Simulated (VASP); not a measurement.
# Ti: single point with PBEsol

Ti:

```
Ti
1.0
     1.98736    1.98736    0.00000
    -2.02367    2.02367    0.00000
     0.00000    0.00000    4.12234
Ti
2
Direct
  0.00000 0.00000 0.00000
  0.50000 0.50000 0.50000
```

This cell differs from its parent crystal: uniaxial strain along a: -2.0 %, then relaxed in part.

- Program: VASP 6.6.1
- Task: single point
- Functional: PBEsol
- Potentials or basis: VASP PAW PBE potentials, release 64 (Ti_sv)
- Cutoff: 520 eV
- k mesh: 18 × 18 × 14
- Occupations: gaussian, width 0.1 eV
- Spin: no spin polarisation

```
Pressure               : 0.3 GPa
Band gap on the k mesh : zero (bands 12 and 13 overlap by 1.37 eV)
```

Stress tensor (GPa, compression positive):
```
 0.63  1.05  0.00
 1.05  0.63  0.00
 0.00  0.00 -0.44
```

Levels at points of the mesh, in eV from the Fermi level:
| k point | band 10 | band 11 | band 12 | band 13 | band 14 | band 15 |
| --- | --- | --- | --- | --- | --- | --- |
| (0.00, 0.00, 0.00) | -2.76 | -1.80 | 0.75 | 0.88 | 1.08 | 2.50 |
| (0.50, 0.00, 0.00) | -2.00 | -0.48 | -0.48 | 0.01 | 0.01 | 1.70 |
| (0.00, 0.50, 0.00) | -2.13 | -0.44 | -0.44 | -0.11 | -0.11 | 1.90 |
| (0.50, 0.50, 0.00) | -2.75 | -1.86 | -1.86 | 3.24 | 3.24 | 3.76 |
| (0.00, 0.00, 0.50) | -3.91 | -0.68 | -0.68 | 1.06 | 1.06 | 2.13 |
| (0.50, 0.00, 0.50) | -2.69 | 0.71 | 0.71 | 0.80 | 0.80 | 0.85 |
| (0.00, 0.50, 0.50) | -2.71 | 0.58 | 0.58 | 0.68 | 0.68 | 1.00 |
| (0.50, 0.50, 0.50) | -1.70 | -0.42 | -0.42 | -0.31 | -0.31 | 2.18 |

Wall time 12 min on 1 thread of Intel Xeon 8259CL (shared host), peak memory 0.49 GiB.

Caveat: the cell differs from its parent crystal (uniaxial strain along a: -2.0 %, then relaxed in part); the PAW data sets were made with another functional, which shifts forces and pressure a little.
